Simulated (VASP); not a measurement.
# Pb (Fm-3m) in VASP: a series of runs

Pb is run at these levels: PBEsol; tasks: single point.

All numbers are computed with VASP 6.6.1; they aren't measurements. Logs are shortened: lines on timing, memory, paths and dates and some standing lists are left out, and cuts for length are marked.

**1. The cell of the first run**

It takes space group Fm-3m (No. 225, cubic). Conventional cell: a = 4.934 Å, b = 4.934 Å, c = 4.934 Å, α = 90.00°, β = 90.00°, γ = 90.00°. Within 4.6 Å of Pb (site symmetry m-3m) lie 12 Pb at 3.49 Å.

**2. Single point, PBEsol**

INCAR reads:

```
PREC     = Accurate       # precision mode
ENCUT    = 520            # plane-wave cutoff, eV
EDIFF    = 1E-6           # SCF threshold, eV
ISMEAR   = 0              # smearing method
SIGMA    = 0.1            # smearing width, eV
LREAL    = False          # projectors in reciprocal space
LASPH    = True           # aspherical terms in the spheres
NELM     = 60             # most SCF steps
ALGO     = Normal         # electronic algorithm
ISIF     = 2              # what is computed and relaxed
LWAVE    = False          # write WAVECAR
LCHARG   = True           # write CHGCAR
GGA      = PS             # functional
LELF     = True           # ELF
LVHAR    = True         
NBANDS   = 13             # bands
```

KPOINTS reads:

```
regular mesh
0
Gamma
  14 14 14
```

POSCAR reads:

```
Pb
1.0
    0.0000000000      2.4669072726      2.4669072726
    2.4669072726      0.0000000000      2.4669072726
    2.4669072726      2.4669072726      0.0000000000
Pb
1
Direct
    0.0000000000      0.0000000000      0.0000000000
```

Potentials or basis: VASP PAW PBE potentials, release 64 (Pb_d).

Run with:

```console
> cat potpaw_PBE.64/Pb_d/POTCAR > POTCAR
> mpirun -np 1 vasp_std > vasp.out
```

OUTCAR:

```text
PREC = Accurate
   ENCUT = 520
   EDIFF = 1E-6
   ISMEAR = 0
   LREAL = False
   LASPH = True
   NELM = 60
   ISIF = 2
   GGA = PS

 ion  position               nearest neighbor table
   1  0.000  0.000  0.000-

  LATTYP: Found a face centered cubic cell.
 ALAT       =     4.9338145452

  Lattice vectors:

 A1 = (   0.0000000000,   2.4669072726,   2.4669072726)
 A2 = (   2.4669072726,   0.0000000000,   2.4669072726)
 A3 = (   2.4669072726,   2.4669072726,   0.0000000000)

Analysis of symmetry for initial positions (statically):
=====================================================================
 Subroutine PRICEL returns:
 Original cell was already a primitive cell.

 Routine SETGRP: Setting up the symmetry group for a
 face centered cubic supercell.

 Subroutine GETGRP returns: Found 48 space group operations
 (whereof 48 operations were pure point group operations)
 out of a pool of 48 trial point group operations.

The static configuration has the point symmetry O_h .

Analysis of symmetry for dynamics (positions and initial velocities):
=====================================================================
 Subroutine PRICEL returns:
 Original cell was already a primitive cell.

 Routine SETGRP: Setting up the symmetry group for a
 face centered cubic supercell.

 Subroutine GETGRP returns: Found 48 space group operations
 (whereof 48 operations were pure point group operations)
 out of a pool of 48 trial point group operations.

The dynamic configuration has the point symmetry O_h .

 Subroutine INISYM returns: Found 48 space group operations
 (whereof 48 operations are pure point group operations),
 and found     1 'primitive' translations

----------------------------------------------------------------------------------------

                                     Primitive cell

  volume of cell :      30.0254

  direct lattice vectors                    reciprocal lattice vectors
     0.000000000  2.466907273  2.466907273    -0.202682932  0.202682932  0.202682932
     2.466907273  0.000000000  2.466907273     0.202682932 -0.202682932  0.202682932
     2.466907273  2.466907273  0.000000000     0.202682932  0.202682932 -0.202682932

  length of vectors
     3.488733722  3.488733722  3.488733722     0.351057137  0.351057137  0.351057137

  position of ions in fractional coordinates (direct lattice)
     0.000000000  0.000000000  0.000000000

  ion indices of the primitive-cell ions
   primitive index   ion index
                 1           1

----------------------------------------------------------------------------------------

 KPOINTS: regular mesh

Automatic generation of k-mesh.
 Grid dimensions read from file:
 generate k-points for:   14   14   14

 Generating k-lattice:

  Cartesian coordinates                     Fractional coordinates (reciprocal lattice)
    -0.014477352  0.014477352  0.014477352     0.071428571  0.000000000  0.000000000
     0.014477352 -0.014477352  0.014477352     0.000000000  0.071428571  0.000000000
     0.014477352  0.014477352 -0.014477352     0.000000000  0.000000000  0.071428571

  Length of vectors
     0.025075510  0.025075510  0.025075510

  Shift w.r.t. Gamma in fractional coordinates (k-lattice)
     0.000000000  0.000000000  0.000000000

 Subroutine IBZKPT returns following result:
 ===========================================

 Found    104 irreducible k-points:

 Following reciprocal coordinates:
            Coordinates               Weight
  0.000000  0.000000  0.000000      1.000000
  0.071429  0.000000  0.000000      8.000000
  0.142857  0.000000  0.000000      8.000000
  0.214286  0.000000  0.000000      8.000000
  0.285714  0.000000  0.000000      8.000000
  0.357143  0.000000  0.000000      8.000000
[... 16 lines left out ...]
  0.214286  0.142857  0.000000     24.000000
  0.285714  0.142857  0.000000     24.000000
 [... further k-points ...]
   k-points           NKPTS =    104   k-points in BZ     NKDIM =    104   number of bands    NBANDS=     13
   number of dos      NEDOS =    301   number of ions     NIONS =      1
   total plane-waves  NPLWV =  21952
   dimension x,y,z NGX =    28 NGY =   28 NGZ =   28
   dimension x,y,z NGXF=    56 NGYF=   56 NGZF=   56
   ions per type =               1
   NGX,Y,Z   is equivalent  to a cutoff of  13.34, 13.34, 13.34 a.u.
   NGXF,Y,Z  is equivalent  to a cutoff of  26.69, 26.69, 26.69 a.u.
 SYSTEM =  unknown system
   PREC   = accura    normal or accurate (medium, high low for compatibility)
   ISTART =      0    job   : 0-new  1-cont  2-samecut
   ICHARG =      2    charge: 1-file 2-atom 10-const
   ISPIN  =      1    spin polarized calculation?
   LNONCOLLINEAR =      F non collinear calculations
   LSORBIT =      F    spin-orbit coupling
   LASPH  =      T    aspherical Exc in radial PAW
   ENCUT  =  520.0 eV  38.22 Ry    6.18 a.u.   6.49  6.49  6.49*2*pi/ulx,y,z
   NELM   =     60;   NELMIN=  2; NELMDL= -5     # of ELM steps
   EDIFF  = 0.1E-05   stopping-criterion for ELM
   LREAL  =      F    real-space projection
   EDIFFG = 0.1E-04   stopping-criterion for IOM
   NSW    =      0    number of steps for IOM
   IBRION =     -1    ionic relax: 0-MD 1-quasi-New 2-CG
   NFREE  =      0    steps in history (QN), initial steepest desc. (CG)
   ISIF   =      2    stress and relaxation
   ISYM   =      2    0-nonsym 1-usesym 2-fastsym
   POTIM  = 0.5000    time-step for ionic-motion
   TEBEG  =    0.0;   TEEND  =   0.0 temperature during run
   PSTRESS=    0.0 pullay stress
   NELECT =      14.0000    total number of electrons
   NUPDOWN=      -1.0000    fix difference up-down
   EMIN   =  10.00;   EMAX   =-10.00  energy-range for DOS
   EFERMI =   0.00;   METHOD = LEGACY
   ISMEAR =     0;   SIGMA  =   0.10  broadening in eV -4-tet -1-fermi 0-gaus
   EFERMI_NEDOS =   21; number of points for ismear=-14 and -15
   IALGO  =     38    algorithm
   IMIX   =      4    mixing-type and parameters
     AMIX     =   0.40;   BMIX     =  1.00
     AMIX_MAG =   1.60;   BMIX_MAG =  1.00
  volume/ion in A,a.u.               =      30.03       202.62
  Fermi-wavevector in a.u.,A,eV,Ry     =   1.269467  2.398944 21.926414  1.611546
  Thomas-Fermi vector in A             =   2.402506
   LORBIT       =      0    0 simple, 1 ext, 2 COOP (PROOUT), +10 PAW based schemes
   GGA     = PS    functional components
   LHFCALC =     F    Hartree Fock is set to
   AEXX    =    0.0000 exact exchange contribution
   IVDW    =     0    specifies the selected vdW correction
   LEPSILON=     F    determine dielectric tensor
   LRPA    =     F    only Hartree local field effects (RPA)
 non-spin polarized calculation
 Gauss-broadening in eV      SIGMA  =   0.10
  energy-cutoff  :      520.00
  volume of cell :       30.03
 maximum number of plane-waves:       869
 NGX is ok and might be reduce to    28
   NGX = 13   NGY = 13   NGZ = 13

 number of electron      13.9999999 magnetization

 Free energy of the ion-electron system (eV)
  ---------------------------------------------------
  ext. energy  EPLUGINS =         0.00000000
  ---------------------------------------------------
  free energy    TOTEN  =        -4.00369723 eV

  energy without entropy =       -4.00161727  energy(sigma->0) =       -4.00265725

 E-fermi :   7.2448     XC(G=0): -10.3885

 val. band max:        7.2418782247   @ k =  -0.2857   0.2857   0.0714
 cond. band min:       7.2601908382   @ k =   0.3571   0.2143   0.0000
 fundamental gap:      0.0183126134
 Fermi energy:         7.2448213742

 k-point     1 :       0.0000    0.0000    0.0000
  band No.  band energies     occupation
      1      -9.7827      2.00000
      2      -9.7827      2.00000
      3      -9.7827      2.00000
      4      -9.6364      2.00000
      5      -9.6364      2.00000
      6      -4.6244      2.00000
      7      14.7008      0.00000
      8      14.7008      0.00000
      9      14.7008      0.00000
     10      16.9808      0.00000
     11      18.6528      0.00000
     12      19.7631      0.00000
     13      19.7631      0.00000

 k-point     2 :       0.0714    0.0000    0.0000
  band No.  band energies     occupation
      1      -9.7828      2.00000
      2      -9.7749      2.00000
      3      -9.7749      2.00000
      4      -9.6369      2.00000
      5      -9.6369      2.00000
      6      -4.5251      2.00000
      7      13.4926      0.00000
      8      14.5755      0.00000
      9      14.5755      0.00000
     10      16.7592      0.00000
     11      19.1754      0.00000
     12      19.9859      0.00000
     13      19.9859      0.00000

 k-point     3 :       0.1429    0.0000    0.0000
  band No.  band energies     occupation
      1      -9.7844      2.00000
      2      -9.7574      2.00000
      3      -9.7574      2.00000
      4      -9.6342      2.00000
      5      -9.6342      2.00000
      6      -4.2267      2.00000
      7      11.3013      0.00000
      8      14.2570      0.00000
      9      14.2570      0.00000
     10      16.4883      0.00000
     11      19.9436      0.00000
     12      20.4234      0.00000
     13      20.5013      0.00000

 k-point     4 :       0.2143    0.0000    0.0000
  band No.  band energies     occupation
      1      -9.7888      2.00000
      2      -9.7456      2.00000
      3      -9.7456      2.00000
      4      -9.6163      2.00000
      5      -9.6163      2.00000
      6      -3.7305      2.00000
      7       9.0496      0.00000
      8      13.8544      0.00000
      9      13.8544      0.00000
     10      16.2882      0.00000
     11      19.2159      0.00000
     12      19.9597      0.00000
     13      19.9597      0.00000

 k-point     5 :       0.2857    0.0000    0.0000
  band No.  band energies     occupation
      1      -9.7964      2.00000
      2      -9.7486      2.00000
      3      -9.7486      2.00000
      4      -9.5798      2.00000
      5      -9.5798      2.00000
      6      -3.0473      2.00000
      7       6.9389      1.99998
      8      13.4575      0.00000
      9      13.4575      0.00000
     10      16.1871      0.00000
     11      18.3194      0.00000
     12      19.3157      0.00000
     13      19.3157      0.00000
[... 257 lines left out ...]
 k-point    22 :       0.1429    0.1429    0.0000
  band No.  band energies     occupation
      1      -9.8150      2.00000
      2      -9.7253      2.00000
      3      -9.7253      2.00000
      4      -9.6715      2.00000
      5      -9.6124      2.00000
      6      -4.0946      2.00000
      7      12.2699      0.00000
      8      12.9598      0.00000
      9      12.9598      0.00000
     10      15.8071      0.00000
     11      17.7505      0.00000
     12      21.8534      0.00000
     13      22.0569      0.00000

 k-point    23 :       0.2143    0.1429    0.0000
  band No.  band energies     occupation
      1      -9.8250      2.00000
      2      -9.7088      2.00000
      3      -9.7013      2.00000
      4      -9.6771      2.00000
      5      -9.5960      2.00000
      6      -3.7308      2.00000
      7      10.5279      0.00000
      8      12.3963      0.00000
      9      12.7225      0.00000
     10      15.8581      0.00000
     11      16.8612      0.00000
     12      21.4898      0.00000
     13      22.3478      0.00000

 k-point    24 :       0.2857    0.1429    0.0000
  band No.  band energies     occupation
      1      -9.8258      2.00000
      2      -9.7225      2.00000
      3      -9.6931      2.00000
      4      -9.6499      2.00000
      5      -9.5645      2.00000
      6      -3.1740      2.00000
      7       8.4697      0.00000
      8      11.9744      0.00000
      9      12.2352      0.00000
     10      15.6612      0.00000
     11      17.2832      0.00000
     12      21.0647      0.00000
     13      21.6680      0.00000

 [... further k-points ...]

------------------------ aborting loop because EDIFF is reached ----------------------------------------

  FORCE on cell =-STRESS in cart. coord.  units (eV):
  Direction    XX          YY          ZZ          XY          YZ          ZX
  --------------------------------------------------------------------------------------
  -------------------------------------------------------------------------------------
  Total       -0.0113016     -0.0113016     -0.0113016      0.0000000      0.0000000      0.0000000
  in kB       -0.6030615     -0.6030615     -0.6030615      0.0000000      0.0000000      0.0000000
  external PRESSURE =      -0.6030615 kB  Pullay stress =       0.0000000 kB

 VOLUME and BASIS-vectors are now :
 -----------------------------------------------------------------------------
  energy-cutoff  :      520.00
  volume of cell :       30.03
      direct lattice vectors                 reciprocal lattice vectors
     0.000000000  2.466907273  2.466907273    -0.202682932  0.202682932  0.202682932
     2.466907273  0.000000000  2.466907273     0.202682932 -0.202682932  0.202682932
     2.466907273  2.466907273  0.000000000     0.202682932  0.202682932 -0.202682932

 POSITION                                       TOTAL-FORCE (eV/Angst)
 -----------------------------------------------------------------------------------
      0.00000      0.00000      0.00000         0.000000      0.000000      0.000000
 -----------------------------------------------------------------------------------
    total drift:                               -0.000000     -0.000000     -0.000000

  FREE ENERGIE OF THE ION-ELECTRON SYSTEM (eV)
  ---------------------------------------------------
  free  energy   TOTEN  =        -4.0036972349 eV

  energy  without entropy=       -4.0016172682  energy(sigma->0) =       -4.00265725
```

It took 26 s on 1 thread of Intel Xeon Platinum 8259CL at 2.50GHz (Skylake/Cascade Lake), shared host; peak memory 0.18 GiB.

Results:

- Free energy: -4.0037 eV
- Pressure: -0.1 GPa
- Band gap on the k mesh: zero (band 7 reaches 14.70 eV, above the bottom of band 8 at 5.62 eV)

Levels at points of the mesh, in eV from the Fermi level:
```csv
k point,band 4,band 5,band 6,band 7,band 8,band 9,band 10,band 11
"(0.00, 0.00, 0.00)",-16.88,-16.88,-11.87,7.46,7.46,7.46,9.74,11.41
"(0.50, 0.00, 0.00)",-16.74,-16.74,-8.18,-4.30,5.59,5.59,9.20,9.52
"(0.50, 0.50, 0.00)",-16.71,-16.71,-6.74,-3.36,2.02,2.02,5.36,6.64
```

Caveat: the PAW data sets were made with another functional, which shifts forces and pressure a little; spin-orbit coupling is left out, which moves the levels of the heavy elements.

**3. Single point, PBEsol**

INCAR reads:

```
SYSTEM = Pb
PREC     = Accurate       ! precision mode
ENCUT    = 520            ! plane-wave cutoff, eV
EDIFF    = 1E-6           ! SCF threshold, eV
ISMEAR   = -1             ! smearing method
SIGMA    = 0.15           ! smearing width, eV
LREAL    = .False.        ! projectors in reciprocal space
LASPH    = .True.         ! aspherical terms in the spheres
NELM     = 80             ! most SCF steps
ALGO     = Normal         ! electronic algorithm
ISIF     = 2              ! what is computed and relaxed
LWAVE    = .False.        ! write WAVECAR
LCHARG   = .True.         ! write CHGCAR
GGA      = PS             ! functional
LELF     = .True.         ! ELF
LVHAR    = .True.       
NBANDS   = 13             ! bands
```

KPOINTS reads:

```
regular mesh
0
Gamma
  16 16 16
  0 0 0
```

POSCAR reads:

```
Pb
1.0
    0.0000000000      2.4674431655      2.4674431655
    2.4674431655      0.0000000000      2.4674431655
    2.4674431655      2.4674431655      0.0000000000
Pb
1
Direct
    0.0000000000      0.0000000000      0.0000000000
```

Potentials or basis: VASP PAW PBE potentials, release 64 (Pb_d).

Run with:

```console
> cat potpaw_PBE.64/Pb_d/POTCAR > POTCAR
> mpirun -np 1 vasp_std > vasp.out
```

Wall time 35 s (1 thread of Intel Xeon Platinum 8259CL at 2.50GHz (Skylake/Cascade Lake), shared host); peak memory 0.19 GiB.

It converged, with:

| Item | Value |
| --- | --- |
| Free energy | -4.0187 eV |
| Pressure | -0.1 GPa |
| Band gap on the k mesh | zero (band 7 reaches 14.69 eV, above the bottom of band 8 at 5.48 eV) |

Levels at points of the mesh, in eV from the Fermi level:
| k point | band 5 | band 6 | band 7 | band 8 | band 9 | band 10 |
| --- | --- | --- | --- | --- | --- | --- |
| (0.00, 0.00, 0.00) | -16.88 | -11.86 | 7.46 | 7.46 | 7.46 | 9.74 |
| (0.50, 0.00, 0.00) | -16.74 | -8.17 | -4.30 | 5.60 | 5.60 | 9.21 |
| (0.50, 0.50, 0.00) | -16.70 | -6.74 | -3.35 | 2.02 | 2.02 | 5.36 |

Caveat: the PAW data sets were made with another functional, which shifts forces and pressure a little; spin-orbit coupling is left out, which moves the levels of the heavy elements.
